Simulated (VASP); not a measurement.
Write the native input for VASP 6.6.1 that does the following.

```yaml
Task: relaxation of cell and atoms
Functional: PBE
Potentials_or_basis: VASP PAW PBE potentials, release 64 (B, Sb, As)
Cutoff: 600 eV
k_mesh: 6 × 6 × 4
Occupations: gaussian, width 0.1 eV
Spin: no spin polarisation
Dipole_correction: no
Further_INCAR_settings: ALGO = Normal; EDIFF = 1e-07; IBRION = 2; EDIFFG = -0.04; NSW = 90; ISIF = 3
```

The structure of BSb2As3 lies in POSCAR:

```
BSb2As3
1.0
    4.8046239300      0.0000000000      0.0000000000
   -2.4023119600      4.1609263800      0.0000000000
    0.0000000000      0.0000000000      7.4266718700
B Sb As
1 2 3
Direct
    0.0000000000      0.0000000000      0.5000000000
    0.0000000000      0.0000000000      0.2179178300
    0.0000000000      0.0000000000      0.7820821700
    0.5000000000      0.0000000000      0.5000000000
    0.0000000000      0.5000000000      0.5000000000
    0.5000000000      0.5000000000      0.5000000000
```

The cell was built from a structure type or drawn by symmetry, and may not be a known phase.

One way to write it, as run:

INCAR

```
ALGO = Normal
EDIFF = 1E-7
EDIFFG = -0.04
ENCUT = 600
GGA = PE
IBRION = 2
ISIF = 3
ISMEAR = 0
LASPH = True
LCHARG = False
LREAL = False
LWAVE = False
NELM = 100
NSW = 90
PREC = Accurate
SIGMA = 0.1
```

KPOINTS

```
k-points
0
Gamma
  6 6 4
```

Potentials or basis: VASP PAW PBE potentials, release 64 (B, Sb, As).

The run is started by

```sh
$ cat potpaw_PBE.64/B/POTCAR potpaw_PBE.64/Sb/POTCAR potpaw_PBE.64/As/POTCAR > POTCAR
$ mpirun -np 1 vasp_std > vasp.out
```

Results of the run:

| Property | Result |
| --- | --- |
| Relaxed volume | 35.83 Å³/atom |
| Relaxed cell | a = 5.497 Å, b = 5.497 Å, c = 8.215 Å, α = 90.00°, β = 90.00°, γ = 120.00° |
| Space group after relaxing (to 0.1 Å) | P6/mmm (No. 191) |
| Energy gained by relaxing | 458.0 meV/atom |
| Ionic steps | 18 |
| Pressure after relaxing | 0.1 GPa |
| Largest force after relaxing | 0.004 eV/Å |
| Band gap on the k mesh | zero (bands 14 and 15 overlap by 0.58 eV) |

Caveat: the volume moved by over 15 % at a fixed basis, so the end points are rough; semilocal functionals underestimate gaps, so a narrow gap can read as zero; spin-orbit coupling is left out, which moves the levels of the heavy elements; this functional lacks dispersion, which binds the layers, so the pressure and a relaxed spacing across them are unreliable.

Run time: 17 min on 1 thread of Intel(R) Xeon(R) Platinum 8488C (Sapphire Rapids), on a shared host, peak memory 0.35 GiB.
